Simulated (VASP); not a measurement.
# SiC (P6_3mc) in VASP: electric field gradients with r2SCAN

Aim: the electric field gradients of SiC with r2SCAN.

Everything below comes from runs of VASP 6.6.1. Logs are shortened: lines on timing, memory, paths and dates and some standing lists are left out, and cuts for length are marked.

## 1. The cell of the first run

It takes space group P6_3mc (No. 186, hexagonal). Conventional cell: a = 3.095 Å, b = 3.095 Å, c = 15.170 Å, α = 90.00°, β = 90.00°, γ = 120.00°. Within 2.5 Å of Si (site symmetry 3m) lie 4 C at 1.90 Å. Si (site symmetry 3m) has 4 C at 1.90 Å within 2.5 Å. Within 2.5 Å of Si (site symmetry 3m) lie 4 C at 1.90 Å. Within 2.5 Å of C (site symmetry 3m) lie 4 Si at 1.90 Å. C (site symmetry 3m) has 4 Si at 1.90 Å within 2.5 Å. C (site symmetry 3m) has 4 Si at 1.90 Å within 2.5 Å.

## 2. Electric field gradients, r2SCAN

POSCAR

```
SiC
1.0
    3.0950000000      0.0000000000      0.0000000000
   -1.5475000000      2.6803486247      0.0000000000
    0.0000000000      0.0000000000     15.1700000000
Si C
6 6
Direct
    0.0000000000      0.0000000000      0.1250000000
    0.0000000000      0.0000000000      0.6250000000
    0.3333333333      0.6666666667      0.2917000000
    0.6666666667      0.3333333333      0.7917000000
    0.3333333333      0.6666666667      0.9583000000
    0.6666666667      0.3333333333      0.4583000000
    0.0000000000      0.0000000000      0.0000000000
    0.0000000000      0.0000000000      0.5000000000
    0.3333333333      0.6666666667      0.1667000000
    0.6666666667      0.3333333333      0.6667000000
    0.3333333333      0.6666666667      0.8333000000
    0.6666666667      0.3333333333      0.3333000000
```

INCAR.step1

```
SYSTEM = SiC
PREC = Accurate
ENCUT = 580
ISMEAR = -1
SIGMA = 0.01
LREAL = .FALSE.
LASPH = .TRUE.
NELM = 120
NBANDS = 36
GGA = PE
ALGO = Normal
EDIFF = 1E-5
LWAVE = .TRUE.
LCHARG = .FALSE.
GGA_COMPAT = .FALSE.
```

INCAR.step2

```
SYSTEM = SiC
PREC = Accurate
ENCUT = 580
EDIFF = 1E-7
ISMEAR = -1
SIGMA = 0.01
LREAL = .FALSE.
LASPH = .TRUE.
NELM = 120
ALGO = Normal
ISIF = 2
LWAVE = .FALSE.
LCHARG = .FALSE.
METAGGA = R2SCAN
LMIXTAU = .TRUE.
LEFG = .TRUE.
NBANDS = 36
ISTART = 1
GGA_COMPAT = .FALSE.
```

KPOINTS

```
regular mesh
0
G
  10 10 2
  0 0 0
```

Potentials or basis: VASP PAW PBE potentials, release 64 (Si, C).

Command:

```bash
cat potpaw_PBE.64/Si/POTCAR potpaw_PBE.64/C/POTCAR > POTCAR
cp INCAR.step1 INCAR
mpirun -np 1 vasp_std > vasp.out
cp INCAR.step2 INCAR
mpirun -np 1 vasp_std > vasp.out
```

OUTCAR:

```text
SYSTEM = SiC
   PREC = Accurate
   ENCUT = 580
   EDIFF = 1E-7
   ISMEAR = -1
   LREAL = .FALSE.
   LASPH = .TRUE.
   NELM = 120
   ISIF = 2
   METAGGA = R2SCAN
   ISTART = 1

 ion  position               nearest neighbor table
   1  0.000  0.000  0.125-   9 1.90   9 1.90   9 1.90   7 1.90   5 3.10   3 3.10   3 3.10   5 3.10
                             5 3.10   3 3.10
   2  0.000  0.000  0.625-  10 1.90  10 1.90  10 1.90   8 1.90   6 3.10   4 3.10   6 3.10   4 3.10
                             4 3.10   6 3.10
   3  0.333  0.667  0.292-  12 1.90  12 1.90  12 1.90   9 1.90   6 3.10   6 3.10   6 3.10   1 3.10
                             1 3.10   1 3.10
   4  0.667  0.333  0.792-  11 1.90  11 1.90  11 1.90  10 1.90   5 3.10   5 3.10   5 3.10   2 3.10
                             2 3.10   2 3.10
   5  0.333  0.667  0.958-   7 1.90   7 1.90   7 1.90  11 1.90   4 3.10   4 3.10   4 3.10   1 3.10
                             1 3.10   1 3.10
   6  0.667  0.333  0.458-   8 1.90   8 1.90   8 1.90  12 1.90   3 3.10   3 3.10   3 3.10   2 3.10
                             2 3.10   2 3.10
   7  0.000  0.000  0.000-   5 1.90   5 1.90   5 1.90   1 1.90
   8  0.000  0.000  0.500-   6 1.90   6 1.90   6 1.90   2 1.90
   9  0.333  0.667  0.167-   1 1.90   1 1.90   1 1.90   3 1.90
  10  0.667  0.333  0.667-   2 1.90   2 1.90   2 1.90   4 1.90
  11  0.333  0.667  0.833-   4 1.90   4 1.90   4 1.90   5 1.90
  12  0.667  0.333  0.333-   3 1.90   3 1.90   3 1.90   6 1.90

  LATTYP: Found a hexagonal cell.
 ALAT       =     3.0950000000
 C/A-ratio  =     4.9014539580

  Lattice vectors:

 A1 = (   3.0950000000,   0.0000000000,   0.0000000000)
 A2 = (  -1.5475000000,   2.6803486247,   0.0000000000)
 A3 = (   0.0000000000,   0.0000000000,  15.1700000000)

Analysis of symmetry for initial positions (statically):
=====================================================================
 Subroutine PRICEL returns:
 Original cell was already a primitive cell.

 Routine SETGRP: Setting up the symmetry group for a
 hexagonal supercell.

 Subroutine GETGRP returns: Found 12 space group operations
 (whereof  6 operations were pure point group operations)
 out of a pool of 24 trial point group operations.

The static configuration has the point symmetry C_3v.
 The point group associated with its full space group is C_6v.

Analysis of symmetry for dynamics (positions and initial velocities):
=====================================================================
 Subroutine PRICEL returns:
 Original cell was already a primitive cell.

[... 1136 lines left out ...]
    -1.547500000  2.680348625  0.000000000     0.000000000  0.373085796  0.000000000
     0.000000000  0.000000000 15.170000000     0.000000000  0.000000000  0.065919578

 POSITION                                       TOTAL-FORCE (eV/Angst)
 -----------------------------------------------------------------------------------
      0.00000      0.00000      1.89625        -0.000000      0.000000      0.042571
      0.00000      0.00000      9.48125         0.000000      0.000000      0.042571
     -0.00000      1.78690      4.42509        -0.000000     -0.000000      0.023657
      1.54750      0.89345     12.01009         0.000000      0.000000      0.023657
     -0.00000      1.78690     14.53741         0.000000     -0.000000      0.053798
      1.54750      0.89345      6.95241         0.000000     -0.000000      0.053798
      0.00000      0.00000      0.00000        -0.000000      0.000000     -0.149226
      0.00000      0.00000      7.58500         0.000000     -0.000000     -0.149226
     -0.00000      1.78690      2.52884        -0.000000     -0.000000      0.043703
      1.54750      0.89345     10.11384         0.000000      0.000000      0.043703
     -0.00000      1.78690     12.64116        -0.000000      0.000000     -0.014504
      1.54750      0.89345      5.05616         0.000000     -0.000000     -0.014504
 -----------------------------------------------------------------------------------
    total drift:                                0.000000      0.000000     -0.002491

  FREE ENERGIE OF THE ION-ELECTRON SYSTEM (eV)
  ---------------------------------------------------
  free  energy   TOTEN  =      -115.9493740140 eV

  energy  without entropy=     -115.9493740140  energy(sigma->0) =     -115.94937401

 Electric field gradients (V/A^2)
---------------------------------------------------------------------
 ion       V_xx      V_yy      V_zz      V_xy      V_xz      V_yz
---------------------------------------------------------------------
   1       0.817     0.817    -1.634    -0.000     0.000    -0.000
   2       0.817     0.817    -1.634    -0.000    -0.000     0.000
   3      -0.629    -0.629     1.257    -0.000     0.000    -0.000
   4      -0.629    -0.629     1.257    -0.000    -0.000     0.000
   5      -0.942    -0.942     1.884    -0.000    -0.000     0.000
   6      -0.942    -0.942     1.884    -0.000     0.000    -0.000
   7      -0.822    -0.822     1.644    -0.000    -0.000     0.000
   8      -0.822    -0.822     1.644    -0.000     0.000    -0.000
   9      -0.148    -0.148     0.296    -0.000     0.000    -0.000
  10      -0.148    -0.148     0.296    -0.000    -0.000     0.000
  11      -0.051    -0.051     0.103    -0.000    -0.000     0.000
  12      -0.051    -0.051     0.103    -0.000     0.000    -0.000
---------------------------------------------------------------------

 Electric field gradients after diagonalization (V/A^2)
 (convention: |V_zz| > |V_xx| > |V_yy|)
----------------------------------------------------------------------
 ion       V_xx      V_yy      V_zz     asymmetry (V_yy - V_xx)/ V_zz
----------------------------------------------------------------------
   1       0.817     0.817    -1.634       0.000
   2       0.817     0.817    -1.634       0.000
   3      -0.629    -0.629     1.257       0.000
   4      -0.629    -0.629     1.257       0.000
   5      -0.942    -0.942     1.884       0.000
   6      -0.942    -0.942     1.884       0.000
   7      -0.822    -0.822     1.644       0.000
   8      -0.822    -0.822     1.644       0.000
   9      -0.148    -0.148     0.296       0.002
  10      -0.148    -0.148     0.296       0.002
  11      -0.052    -0.051     0.103       0.005
  12      -0.052    -0.051     0.103       0.005
----------------------------------------------------------------------

           NMR quadrupolar parameters

 Cq : quadrupolar parameter    Cq=e*Q*V_zz/h
 eta: asymmetry parameters     (V_yy - V_xx)/ V_zz
 Q  : nuclear electric quadrupole moment in mb (millibarn)
----------------------------------------------------------------------
 ion       Cq(MHz)       eta       Q (mb)
----------------------------------------------------------------------
   1      -0.004       0.000       1.000
   2      -0.004       0.000       1.000
   3       0.003       0.000       1.000
   4       0.003       0.000       1.000
   5       0.005       0.000       1.000
   6       0.005       0.000       1.000
   7       0.004       0.000       1.000
   8       0.004       0.000       1.000
   9       0.001       0.002       1.000
  10       0.001       0.002       1.000
  11       0.000       0.005       1.000
  12       0.000       0.005       1.000
----------------------------------------------------------------------
```

It took 15 min on 1 thread of Oxide Virtual Turin-like, shared host; peak memory 0.3 GiB.

What came out:

```
Free energy                             : -115.9494 eV
Pressure                                : -3.6 GPa
Largest force                           : 0.149 eV/Å
Band gap on the k mesh                  : 2.39 eV (least direct gap 3.54 eV)
Largest electric field gradient by atom : Si -1.6, +1.3, +1.9 (each value once); C +1.6, +0.3, +0.1 (each value once) V/Å²
```

Forces on the atoms (eV/Å):
```
Si   0.000  0.000  0.043
Si   0.000  0.000  0.043
Si   0.000  0.000  0.024
Si   0.000  0.000  0.024
Si   0.000  0.000  0.054
Si   0.000  0.000  0.054
C    0.000  0.000 -0.149
C    0.000  0.000 -0.149
C    0.000  0.000  0.044
C    0.000  0.000  0.044
C    0.000  0.000 -0.015
C    0.000  0.000 -0.015
```

Stress tensor (GPa, compression positive):
```
-3.88  0.00  0.00
 0.00 -3.88  0.00
 0.00  0.00 -3.02
```

Electric field gradients, principal values (V/Å²):
| atom | least | middle | greatest (by size) |
| --- | --- | --- | --- |
| 1 Si | 0.817 | 0.817 | -1.634 |
| 2 Si | 0.817 | 0.817 | -1.634 |
| 3 Si | -0.629 | -0.629 | 1.257 |
| 4 Si | -0.629 | -0.629 | 1.257 |
| 5 Si | -0.942 | -0.942 | 1.884 |
| 6 Si | -0.942 | -0.942 | 1.884 |
| 7 C | -0.822 | -0.822 | 1.644 |
| 8 C | -0.822 | -0.822 | 1.644 |
| 9 C | -0.148 | -0.148 | 0.296 |
| 10 C | -0.148 | -0.148 | 0.296 |
| 11 C | -0.051 | -0.052 | 0.103 |
| 12 C | -0.051 | -0.052 | 0.103 |

Caveat: the cell stands under tension; without QUAD_EFG the Cq values of the log hold for a quadrupole moment of 1 mb, not for the nuclei; the PAW data sets were made with another functional, which shifts forces and pressure a little. r2SCAN opens gaps a little over a GGA but as a rule still falls short of measured ones.
